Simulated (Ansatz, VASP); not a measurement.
Two plane-wave programs on FeSi

```
CELL_PARAMETERS angstrom
4.38000 0.00000 0.00000
0.00000 4.38000 0.00000
0.00000 0.00000 4.38000
ATOMIC_POSITIONS crystal
Fe 0.13652 0.13652 0.13652
Fe 0.36348 0.86348 0.63652
Fe 0.63652 0.36348 0.86348
Fe 0.86348 0.63652 0.36348
Si 0.84240 0.84240 0.84240
Si 0.65760 0.15760 0.34240
Si 0.34240 0.65760 0.15760
Si 0.15760 0.34240 0.65760
```

Alike in both runs: task relaxation of the atoms; functional PBEsol; k mesh 8 × 8 × 8; no spin polarisation.

|  | VASP | Ansatz |
| --- | --- | --- |
| version | VASP 6.6.1 | Ansatz 0.2.0 |
| potentials or method | VASP PAW PBE potentials, release 64 (Fe, Si) | scalar-relativistic, plane waves, PAW |
| plane-wave cutoff (eV) | 520 | 420 |
| occupations | gaussian, width 0.01 eV | fixed |
| valence electrons in the cell | 48 | 80 |

```tsv
	VASP	Ansatz	Ansatz less VASP
gap on the k mesh at the Fermi level, each at its own relaxed structure (eV)	0.14	0.15	+0.010
```

VASP's potentials were made for PBE, not for PBEsol. VASP's potentials hold 48 valence electrons a cell and Ansatz's 80, so a difference there can come from the potentials and not from the codes. Ansatz's warnings: stress scf threshold loose.
